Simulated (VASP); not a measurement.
Set up this calculation in VASP 6.6.1, as the native input.

- Task: relaxation of cell and atoms
- Functional: revPBE
- Potentials or basis: VASP PAW PBE potentials, release 64 (Cd, Se)
- Cutoff: 600 eV
- k mesh: 8 × 8 × 8
- Occupations: fermi-dirac, width 0.05 eV
- Spin: no spin polarisation
- Dipole correction: no
- Further INCAR settings: ALGO = Normal; EDIFF = 1e-07; IBRION = 2; EDIFFG = -0.02; NSW = 80; ISIF = 3

The structure of CdSe lies in POSCAR:

```
CdSe
1.0
    0.0000000000      3.0702711986      3.0702711986
    3.0702711986      0.0000000000      3.0702711986
    3.0702711986      3.0702711986      0.0000000000
Cd Se
1 1
Direct
    0.0000000000      0.0000000000      0.0000000000
    0.2500000000      0.2500000000      0.2500000000
```

One way to write it, as run:

INCAR

```
PREC = Accurate ; ENCUT = 600
EDIFF = 1E-7 ; ISMEAR = -1
SIGMA = 0.05 ; LREAL = False
LASPH = True ; NELM = 60
ALGO = Normal ; ISIF = 3
LWAVE = False ; LCHARG = False
GGA = RE ; IBRION = 2
NSW = 80 ; EDIFFG = -0.02
```

KPOINTS

```
Automatic mesh
0
Gamma
  8 8 8
```

Potentials or basis: VASP PAW PBE potentials, release 64 (Cd, Se).

Command:

```console
$ cat potpaw_PBE.64/Cd/POTCAR potpaw_PBE.64/Se/POTCAR > POTCAR
$ mpirun -np 1 vasp_std > vasp.out
```

Results of the run:

```json
{
 "Relaxed volume": "30.80 Å³/atom",
 "Relaxed cell": "a = 4.433 Å, b = 4.433 Å, c = 4.433 Å, α = 60.00°, β = 60.00°, γ = 60.00°",
 "Space group after relaxing (to 0.05 Å)": "F-43m (No. 216)",
 "Energy gained by relaxing": "15.9 meV/atom",
 "Ionic steps": "3",
 "Pressure after relaxing": "0.0 GPa",
 "Band gap on the k mesh": "0.55 eV, direct"
}
```

Caveat: the PAW data sets were made with another functional, which shifts forces and pressure a little.

It took 2.6 min on 1 thread of AMD EPYC 7R13 (shared host), peak memory 0.2 GiB.
